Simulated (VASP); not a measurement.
Write the native input for VASP 6.6.1 that does the following.

| Quantity | Value |
| --- | --- |
| Task | single point |
| Functional | PBE |
| Potentials or basis | VASP PAW PBE potentials, release 64 (Ta_pv) |
| Cutoff | 500 eV |
| k mesh | 8 × 8 × 8 |
| Occupations | gaussian, width 0.1 eV |
| Spin | no spin polarisation |
| Dipole correction | no |
| Further INCAR settings | ALGO = Normal; EDIFF = 1e-06; NBANDS = 12 |

The structure of Ta lies in POSCAR:

```
Ta
1.0
   -1.6541459407      1.6541459407      1.6541459407
    1.6541459407     -1.6541459407      1.6541459407
    1.6541459407      1.6541459407     -1.6541459407
Ta
1
Direct
    0.0000000000      0.0000000000      0.0000000000
```

One way to write it, as run:

INCAR

```
SYSTEM = Ta
PREC     = Accurate       ! precision mode
ENCUT    = 500            ! plane-wave cutoff, eV
EDIFF    = 1E-6           ! SCF threshold, eV
ISMEAR   = 0              ! smearing method
SIGMA    = 0.1            ! smearing width, eV
LREAL    = .FALSE.        ! projectors in reciprocal space
LASPH    = .TRUE.         ! aspherical terms in the spheres
NELM     = 120            ! most SCF steps
ALGO     = Normal         ! electronic algorithm
ISIF     = 2              ! what is computed and relaxed
LWAVE    = .FALSE.        ! write WAVECAR
LCHARG   = .FALSE.        ! write CHGCAR
GGA      = PE             ! functional
NBANDS   = 12             ! bands
GGA_COMPAT= .FALSE.
```

KPOINTS

```
regular mesh
0
G
  8 8 8
  0 0 0
```

Potentials or basis: VASP PAW PBE potentials, release 64 (Ta_pv).

The run is started by

```console
$ cat potpaw_PBE.64/Ta_pv/POTCAR > POTCAR
$ mpirun -np 1 vasp_std > vasp.out
```

It gave:

```json
{
  "Pressure": "0.0 GPa"
}
```

Run time: 8.8 s on 1 thread of Intel Xeon 8259CL, with other jobs on the host, peak memory 0.14 GiB.
